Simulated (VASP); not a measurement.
Runs of VASP 6.6.1 on HfB2. The structure is that of space group P6/mmm (No. 191), or close to it. The cells are those of the table. 

```csv
cell,gap on the mesh (eV),pressure (GPa)
"a = 3.087, b = 3.087, c = 3.421 Å, angles 90.0, 90.0, 120.0°, 3 atoms",none,(b)
"a = 3.181, b = 3.181, c = 3.526 Å, angles 90.0, 90.0, 120.0°, 3 atoms",none,-13.5
"a = 3.212, b = 3.212, c = 3.559 Å, angles 90.0, 90.0, 120.0°, 3 atoms",none,-19.2
"a = 3.150, b = 3.150, c = 3.492 Å, angles 90.0, 90.0, 120.0°, 3 atoms",none,(a)
"a = 3.119, b = 3.119, c = 3.457 Å, angles 90.0, 90.0, 120.0°, 3 atoms",none,0.7
```

Alike in all rows: task single point; level PBEsol; potentials or basis VASP PAW PBE potentials, release 64 (Hf_pv, B); no spin polarisation; k mesh 11 × 11 × 8; cutoff (eV) 520; smearing methfessel-paxton 0.1 eV.

Task: Fill in the values left out.

Result: (a) -6.9; (b) 9.6.

Caveats: the PAW data sets were made with another functional, which shifts forces and pressure a little; spin-orbit coupling is left out, which moves the levels of the heavy elements.

A k mesh can miss the band edges, and the runs leave out spin-orbit coupling on Hf.

A gap of «none» marks levels without a gap at the run's occupations.
